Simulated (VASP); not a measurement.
# Li (Im-3m) in VASP: further runs

The runs below take Li through single point, with PBE0, PBE-based screened hybrid with 25 % exact exchange.

All numbers are computed with VASP 6.6.1; they aren't measurements. Logs are shortened: lines on timing, memory, paths and dates and some standing lists are left out, and cuts for length are marked.

## (1) The cell of the first run

It takes space group Im-3m (No. 229, cubic). Conventional cell: a = 3.480 Å, b = 3.480 Å, c = 3.480 Å, α = 90.00°, β = 90.00°, γ = 90.00°. Within 4.0 Å of Li (site symmetry m-3m) lie 14 Li at 3.01 to 3.48 Å.

## (2) Single point, PBE0

File POSCAR:

```
Li
1.0
   -1.7397718730      1.7397718730      1.7397718730
    1.7397718730     -1.7397718730      1.7397718730
    1.7397718730      1.7397718730     -1.7397718730
Li
1
Direct
    0.0000000000      0.0000000000      0.0000000000
```

File INCAR.step1:

```
SYSTEM = Li
PREC = Accurate ; ENCUT = 520
EDIFF = 1E-5 ; ISMEAR = -1
SIGMA = 0.05 ; LREAL = .FALSE.
LASPH = .TRUE. ; NELM = 100
ALGO = Normal ; ISIF = 2
LWAVE = .TRUE. ; LCHARG = .FALSE.
GGA = PE ; NBANDS = 8
```

File INCAR.step2:

```
SYSTEM = Li
PREC = Accurate ; ENCUT = 520
EDIFF = 1E-7 ; ISMEAR = -1
SIGMA = 0.05 ; LREAL = .FALSE.
LASPH = .TRUE. ; NELM = 100
ALGO = Normal ; ISIF = 2
LWAVE = .FALSE. ; LCHARG = .FALSE.
GGA = PE ; LHFCALC = .TRUE.
AEXX = 0.25 ; PRECFOCK = Normal
ISTART = 1 ; NBANDS = 8
```

File KPOINTS:

```
Automatic mesh
0
G
  6 6 6
  0 0 0
```

Potentials or basis: VASP PAW PBE potentials, release 64 (Li_sv).

On the command line:

```bash
$ cat potpaw_PBE.64/Li_sv/POTCAR > POTCAR
$ cp INCAR.step1 INCAR
$ mpirun -np 1 vasp_std > vasp.out
$ cp INCAR.step2 INCAR
$ mpirun -np 1 vasp_std > vasp.out
```

OUTCAR:

```text
SYSTEM = Li
   PREC = Accurate
   ENCUT = 520
   EDIFF = 1E-7
   ISMEAR = -1
   LREAL = .FALSE.
   LASPH = .TRUE.
   NELM = 100
   ISIF = 2
   GGA = PE
   LHFCALC = .TRUE.
   AEXX = 0.25
   PRECFOCK = Normal
   ISTART = 1

 ion  position               nearest neighbor table
   1  0.000  0.000  0.000-

  LATTYP: Found a body centered cubic cell.
 ALAT       =     3.4795437460

  Lattice vectors:

 A1 = (  -1.7397718730,   1.7397718730,   1.7397718730)
 A2 = (   1.7397718730,  -1.7397718730,   1.7397718730)
 A3 = (   1.7397718730,   1.7397718730,  -1.7397718730)

Analysis of symmetry for initial positions (statically):
=====================================================================
 Subroutine PRICEL returns:
 Original cell was already a primitive cell.

 Routine SETGRP: Setting up the symmetry group for a
 body centered cubic supercell.

 Subroutine GETGRP returns: Found 48 space group operations
 (whereof 48 operations were pure point group operations)
 out of a pool of 48 trial point group operations.

The static configuration has the point symmetry O_h .

Analysis of symmetry for dynamics (positions and initial velocities):
=====================================================================
 Subroutine PRICEL returns:
 Original cell was already a primitive cell.

 Routine SETGRP: Setting up the symmetry group for a
 body centered cubic supercell.

 Subroutine GETGRP returns: Found 48 space group operations
 (whereof 48 operations were pure point group operations)
 out of a pool of 48 trial point group operations.

The dynamic configuration has the point symmetry O_h .

 Subroutine INISYM returns: Found 48 space group operations
 (whereof 48 operations are pure point group operations),
 and found     1 'primitive' translations

----------------------------------------------------------------------------------------

                                     Primitive cell

  volume of cell :      21.0638

  direct lattice vectors                    reciprocal lattice vectors
    -1.739771873  1.739771873  1.739771873     0.000000000  0.287394001  0.287394001
     1.739771873 -1.739771873  1.739771873     0.287394001  0.000000000  0.287394001
     1.739771873  1.739771873 -1.739771873     0.287394001  0.287394001  0.000000000

  length of vectors
     3.013373278  3.013373278  3.013373278     0.406436494  0.406436494  0.406436494

  position of ions in fractional coordinates (direct lattice)
     0.000000000  0.000000000  0.000000000

  ion indices of the primitive-cell ions
   primitive index   ion index
                 1           1

----------------------------------------------------------------------------------------

 KPOINTS: Automatic mesh

Automatic generation of k-mesh.
 Grid dimensions read from file:
 generate k-points for:    6    6    6

 Generating k-lattice:

  Cartesian coordinates                     Fractional coordinates (reciprocal lattice)
     0.000000000  0.047899000  0.047899000     0.166666667  0.000000000  0.000000000
     0.047899000  0.000000000  0.047899000     0.000000000  0.166666667  0.000000000
     0.047899000  0.047899000  0.000000000     0.000000000  0.000000000  0.166666667

  Length of vectors
     0.067739416  0.067739416  0.067739416

  Shift w.r.t. Gamma in fractional coordinates (k-lattice)
     0.000000000  0.000000000  0.000000000

 Subroutine IBZKPT returns following result:
 ===========================================

 Found     16 irreducible k-points:

 Following reciprocal coordinates:
            Coordinates               Weight
  0.000000  0.000000  0.000000      1.000000
  0.166667  0.000000  0.000000     12.000000
  0.333333  0.000000  0.000000     12.000000
  0.500000  0.000000  0.000000      6.000000
  0.166667  0.166667  0.000000     24.000000
  0.333333  0.166667  0.000000     48.000000
[... 8 lines left out ...]
  0.500000  0.500000  0.333333     12.000000
  0.500000  0.500000  0.500000      1.000000
   k-points           NKPTS =     16   k-points in BZ     NKDIM =    216   number of bands    NBANDS=      8
   number of dos      NEDOS =    301   number of ions     NIONS =      1
   total plane-waves  NPLWV =  13824
   dimension x,y,z NGX =    24 NGY =   24 NGZ =   24
   dimension x,y,z NGXF=    48 NGYF=   48 NGZF=   48
   ions per type =               1
   NGX,Y,Z   is equivalent  to a cutoff of  13.24, 13.24, 13.24 a.u.
   NGXF,Y,Z  is equivalent  to a cutoff of  26.48, 26.48, 26.48 a.u.
 SYSTEM =  Li
   PREC   = accura    normal or accurate (medium, high low for compatibility)
   ISTART =      1    job   : 0-new  1-cont  2-samecut
   ICHARG =      0    charge: 1-file 2-atom 10-const
   ISPIN  =      1    spin polarized calculation?
   LNONCOLLINEAR =      F non collinear calculations
   LSORBIT =      F    spin-orbit coupling
   LASPH  =      T    aspherical Exc in radial PAW
   ENCUT  =  520.0 eV  38.22 Ry    6.18 a.u.   5.60  5.60  5.60*2*pi/ulx,y,z
   NELM   =    100;   NELMIN=  2; NELMDL=  0     # of ELM steps
   EDIFF  = 0.1E-06   stopping-criterion for ELM
   LREAL  =      F    real-space projection
   EDIFFG = 0.1E-05   stopping-criterion for IOM
   NSW    =      0    number of steps for IOM
   IBRION =     -1    ionic relax: 0-MD 1-quasi-New 2-CG
   NFREE  =      0    steps in history (QN), initial steepest desc. (CG)
   ISIF   =      2    stress and relaxation
   ISYM   =      3    0-nonsym 1-usesym 2-fastsym
   POTIM  = 0.5000    time-step for ionic-motion
   TEBEG  =    0.0;   TEEND  =   0.0 temperature during run
   PSTRESS=    0.0 pullay stress
   NELECT =       3.0000    total number of electrons
   NUPDOWN=      -1.0000    fix difference up-down
   EMIN   =  10.00;   EMAX   =-10.00  energy-range for DOS
   EFERMI =   0.00;   METHOD = LEGACY
   ISMEAR =    -1;   SIGMA  =   0.05  broadening in eV -4-tet -1-fermi 0-gaus
   EFERMI_NEDOS =   21; number of points for ismear=-14 and -15
   IALGO  =     38    algorithm
   IMIX   =      1    mixing-type and parameters
     AMIX     =   0.40;   BMIX     =  1.00
     AMIX_MAG =   1.60;   BMIX_MAG =  1.00
  volume/ion in A,a.u.               =      21.06       142.15
  Fermi-wavevector in a.u.,A,eV,Ry     =   0.854941  1.615605  9.944833  0.730925
  Thomas-Fermi vector in A             =   1.971615
   LORBIT       =      0    0 simple, 1 ext, 2 COOP (PROOUT), +10 PAW based schemes
   GGA     = PE    functional components
   LHFCALC =     T    Hartree Fock is set to
   PRECFOCK=normal    Normal, Fast or Accurate (Low or Medium for compatibility)
   ENCUT4O =  -1.0   cutoff for four orbital integrals eV
   NKREDX  =     1    reduce k-point grid by
   NKREDY  =     1    reduce k-point grid by
   NKREDZ  =     1    reduce k-point grid by
   AEXX    =    0.2500 exact exchange contribution
   HFSCREEN=    0.0000 screening length (either q_TF or 0.3 A-1)
   HFSCREENC=   0.0000 screening length for correlation (either q_TF or 0.3 A-1)
   ENCUTFOCK=  -1.0 apply spherical cutoff to Coloumb kernel
   IVDW    =     0    specifies the selected vdW correction
   LEPSILON=     F    determine dielectric tensor
   LRPA    =     F    only Hartree local field effects (RPA)
 non-spin polarized calculation
  energy-cutoff  :      520.00
  volume of cell :       21.06
 maximum number of plane-waves:       586
 NGX is ok and might be reduce to    24
  NGX = 18; NGY = 18; NGZ = 18

 number of electron       2.9999990 magnetization

 Free energy of the ion-electron system (eV)
  ---------------------------------------------------
  ext. energy  EPLUGINS =         0.00000000
  ---------------------------------------------------
  free energy    TOTEN  =        -2.08916869 eV

  energy without entropy =       -2.07393921  energy(sigma->0) =       -2.08155395

 E-fermi :   0.6021     XC(G=0):  -5.4965

 val. band max:       -0.2511266761   @ k =   0.1667   0.1667   0.1667
 cond. band min:       0.6146873041   @ k =   0.3333   0.1667   0.0000
 fundamental gap:      0.8658139802
 Fermi energy:         0.6021213854

 k-point     1 :       0.0000    0.0000    0.0000
  band No.  band energies     occupation
      1     -50.1650      2.00000
      2      -4.2175      2.00000
      3      15.9821      0.00000
      4      15.9821      0.00000
      5      15.9822      0.00000
      6      20.5405      0.00000
      7      20.5405      0.00000
      8      20.5405      0.00000

 k-point     2 :       0.1667    0.0000    0.0000
  band No.  band energies     occupation
      1     -50.1605      2.00000
      2      -3.5698      2.00000
      3      12.6895      0.00000
      4      14.2172      0.00000
      5      15.1322      0.00000
      6      17.6510      0.00000
      7      18.1316      0.00000
      8      20.3985      0.00000

 k-point     3 :       0.3333    0.0000    0.0000
  band No.  band energies     occupation
      1     -50.1515      2.00000
      2      -1.5804      2.00000
      3       7.5146      0.00000
      4      12.3956      0.00000
      5      13.7488      0.00000
      6      15.5780      0.00000
      7      18.0563      0.00000
      8      21.8122      0.00000

 k-point     4 :       0.5000    0.0000    0.0000
  band No.  band energies     occupation
      1     -50.1472      2.00000
      2       1.1901      0.00002
      3       4.2900      0.00000
      4      11.7547      0.00000
      5      13.1932      0.00000
      6      14.8825      0.00000
      7      18.3352      0.00000
      8      23.7791      0.00000

 k-point     5 :       0.1667    0.1667    0.0000
  band No.  band energies     occupation
      1     -50.1538      2.00000
      2      -2.2416      2.00000
      3       9.8072      0.00000
      4      10.9336      0.00000
      5      13.2819      0.00000
      6      18.0353      0.00000
      7      18.5635      0.00000
      8      21.3318      0.00000
[... 89 lines left out ...]
 k-point    14 :      -0.3333    0.3333    0.3333
  band No.  band energies     occupation
      1     -50.1422      2.00000
      2       1.7185      0.00000
      3       8.2453      0.00000
      4       8.2454      0.00000
      5      10.4616      0.00000
      6      13.6237      0.00000
      7      17.4034      0.00000
      8      24.3362      0.00000

 k-point    15 :       0.5000    0.5000    0.3333
  band No.  band energies     occupation
      1     -50.1391      2.00000
      2       4.2236      0.00000
      3       5.6581      0.00000
      4       7.5683      0.00000
      5      11.0511      0.00000
      6      12.9994      0.00000
      7      15.0530      0.00000
      8      24.3917      0.00000

 k-point    16 :       0.5000    0.5000    0.5000
  band No.  band energies     occupation
      1     -50.1366      2.00000
      2       6.8874      0.00000
      3       6.8874      0.00000
      4       6.8875      0.00000
      5       9.0397      0.00000
      6       9.0397      0.00000
      7      14.7908      0.00000
      8      29.7963      0.00000

------------------------ aborting loop because EDIFF is reached ----------------------------------------

  FORCE on cell =-STRESS in cart. coord.  units (eV):
  Direction    XX          YY          ZZ          XY          YZ          ZX
  --------------------------------------------------------------------------------------
  -------------------------------------------------------------------------------------
  Total       -0.0114949     -0.0114949     -0.0114949     -0.0000000     -0.0000000      0.0000000
  in kB       -0.8743350     -0.8743350     -0.8743350     -0.0000000     -0.0000000      0.0000000
  external PRESSURE =      -0.8743350 kB  Pullay stress =       0.0000000 kB

 VOLUME and BASIS-vectors are now :
 -----------------------------------------------------------------------------
  energy-cutoff  :      520.00
  volume of cell :       21.06
      direct lattice vectors                 reciprocal lattice vectors
    -1.739771873  1.739771873  1.739771873     0.000000000  0.287394001  0.287394001
     1.739771873 -1.739771873  1.739771873     0.287394001  0.000000000  0.287394001
     1.739771873  1.739771873 -1.739771873     0.287394001  0.287394001  0.000000000

 POSITION                                       TOTAL-FORCE (eV/Angst)
 -----------------------------------------------------------------------------------
      0.00000      0.00000      0.00000         0.000000     -0.000000      0.000000
 -----------------------------------------------------------------------------------
    total drift:                                0.000000     -0.000000     -0.000000

  FREE ENERGIE OF THE ION-ELECTRON SYSTEM (eV)
  ---------------------------------------------------
  free  energy   TOTEN  =        -2.0891686925 eV

  energy  without entropy=       -2.0739392136  energy(sigma->0) =       -2.08155395
```

Run time: 82 s. Hardware: 1 thread of Intel Xeon Platinum 8259CL at 2.50GHz (Skylake/Cascade Lake), shared host; peak memory 0.14 GiB.

What came out:

```yaml
Free_energy: -2.0892 eV
Band_gap_on_the_k_mesh: zero (an odd number of electrons rules out a gap without spin polarisation)
```

Caveat: the k points lie up to 0.43 Å⁻¹ apart, too coarse for converged energies and pressures of a metal; the cutoff is under 1.25 times the usual one of these potentials, so pressure, stress and relaxed cells hold a basis-set (Pulay) error; the PAW data sets were made with another functional, which shifts forces and pressure a little.

[end of part 1 of 2]

The gap in the log of VASP goes by the Fermi energy; the results here count the filled bands.